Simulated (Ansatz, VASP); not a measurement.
## Two plane-wave programs on Ga

```
Ga
1.0
     2.86069    0.00000    0.00000
    -1.43034    2.47743    0.00000
     0.00000    0.00000    8.89331
Ga
4
Cartesian
  0.0000 0.0000 8.8933
  0.0000 0.0000 4.4467
  0.0000 1.6516 2.2233
  1.4303 0.8258 6.6700
```

Alike in both runs: task single point; functional r2SCAN; k mesh 14 × 14 × 4; occupations fermi-dirac, width 0.1 eV; no spin polarisation.

```csv
,VASP,Ansatz
version,VASP 6.6.1,Ansatz 0.2.0
potentials or method,"VASP PAW PBE potentials, release 64 (Ga_d), cutoff 520 eV","plane waves (500 eV) with PAW, scalar-relativistic"
valence electrons in the cell,52,52
```

VASP gave:

```
pressure (GPa)                                                : 10.4
traceless stress, the component that is largest in VASP (GPa) : 0.51
```

Question: What did Ansatz give for the same quantities?

Answer: Pressure (GPa): 10.2; traceless stress, the component that is largest in VASP (GPa): 0.41.

VASP's potentials were made for PBE, not for r2SCAN. With one functional, cell and mesh, what is left measures potentials, basis and numerics.
